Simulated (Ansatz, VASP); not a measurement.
# One calculation of TlAgTe2, two programs

```
CELL_PARAMETERS angstrom
-1.96000 1.96000 7.45780
1.96000 -1.96000 7.45780
1.96000 1.96000 -7.45780
ATOMIC_POSITIONS crystal
Tl 0.00000 0.00000 0.00000
Ag 0.75000 0.25000 0.50000
Te 0.36900 0.36900 0.00000
Te 0.63100 0.63100 0.00000
```

Change from the starting cell: zz strain of -2 %.

Alike in both runs: task single point; functional LDA; k mesh 13 × 13 × 13; occupations fermi-dirac, width 0.05 eV; no spin polarisation.

|  | VASP | Ansatz |
| --- | --- | --- |
| version | VASP 6.6.1 | Ansatz 0.2.0 |
| potentials or method | VASP PAW LDA potentials, release 64 (Tl_d, Ag, Te), cutoff 520 eV | all-electron LAPW, scalar-relativistic |

```csv
,VASP,Ansatz,Ansatz less VASP
pressure (GPa),-0.2,-0.2,-0.02
"traceless stress, the component that is largest in VASP (GPa)",1.83,1.80,-0.023
rms of the force components (eV/Å),0.111,0.106,-0.0044
```

LDA's correlation is that of Perdew and Zunger in VASP and of Perdew and Wang (1992) in Ansatz. Atom by atom the forces differ by 0.004 eV/Å (rms over components). Ansatz ran all-electron here, and VASP with PAW potentials.

Spin-orbit coupling is off throughout.
